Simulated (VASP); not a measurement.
YS, 2 atoms in the cell. It takes space group I4mm (No. 107, tetragonal). The conventional cell has a = 3.880 Å, b = 3.880 Å, c = 5.487 Å, α = 90.00°, β = 90.00°, γ = 90.00°. Within 3.4 Å of Y (site symmetry 4mm) lie 6 S at 2.56 to 2.93 Å. S (site symmetry 4mm) has 6 Y at 2.56 to 2.93 Å within 3.4 Å.  This cell differs from its parent crystal: all Y atoms moved +0.188 Å, as atom 1 towards its neighbour atom 2 (S) at 2.744 Å.

* Program: VASP 6.6.1
* Task: single point
* Functional: PBEsol
* Potentials or basis: VASP PAW PBE potentials, release 64 (Y_sv, S)
* Cutoff: 520 eV
* k mesh: 16 × 16 × 16
* Occupations: gaussian, width 0.15 eV
* Spin: no spin polarisation
* Dipole correction: no
* Further INCAR settings: ALGO = Normal; EDIFF = 1e-06; NBANDS = 16

Potentials or basis: VASP PAW PBE potentials, release 64 (Y_sv, S).

Run with:

```sh
$ cat potpaw_PBE.64/Y_sv/POTCAR potpaw_PBE.64/S/POTCAR > POTCAR
$ mpirun -np 1 vasp_std > vasp.out
```

Hardware: 1 thread of Intel Xeon 8259CL (shared host).

Question: Estimate the wall time of this run.

Answer: It took 7 min on 1 thread of Intel Xeon 8259CL (shared host), peak memory 0.38 GiB. Counts: scf iterations 13, k points 349.
